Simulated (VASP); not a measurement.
## Ag2Ir: single point with PBE

The system is Ag2Ir.

```xyz
3
Lattice="1.3953 0.8056 7.2684 -1.3953 0.8056 7.2684 0.0000 -1.6111 7.2684" Properties=species:S:1:pos:R:3 pbc="T T T"
Ag    0.0000    0.0000   16.9375
Ag    0.0000    0.0000    4.8677
Ir    0.0000    0.0000    0.0000
```

```
Program             : VASP 6.6.1
Task                : single point
Functional          : PBE
Potentials or basis : VASP PAW PBE potentials, release 64 (Ag, Ir)
Cutoff              : 520 eV
k mesh              : 18 × 18 × 18
Occupations         : gaussian, width 0.1 eV
Spin                : no spin polarisation
```

```yaml
Pressure: -0.1 GPa
Largest_force: 0.004 eV/Å
Band_gap_on_the_k_mesh: zero (an odd number of electrons rules out a gap without spin polarisation)
```

Forces in eV/Å, atoms in the order of the input:
```
Ag   0.000  0.000  0.004
Ag   0.000  0.000 -0.004
Ir   0.000  0.000  0.000
```

Levels at points of the mesh, in eV from the Fermi level:
```
           k point  band 12  band 13  band 14  band 15  band 16  band 17  band 18  band 19
(0.00, 0.00, 0.00)    -3.09    -3.09    -2.57    -2.14    -2.14     0.24     0.24     7.43
(0.50, 0.00, 0.00)    -2.48    -0.76    -0.42     0.36     1.63     1.85     2.94     6.06
(0.50, 0.50, 0.00)    -1.90    -1.73    -0.31     0.72     1.63     2.24     2.53     6.19
(0.50, 0.50, 0.50)    -3.28    -3.28    -2.08    -2.08    -0.55     0.23     0.23     4.08
```

Wall time 34 min on 1 thread of Intel(R) Xeon(R) 6975P-C (Granite Rapids) (shared host), peak memory 0.91 GiB.

Caveat: spin-orbit coupling is left out, which moves the levels of the heavy elements.
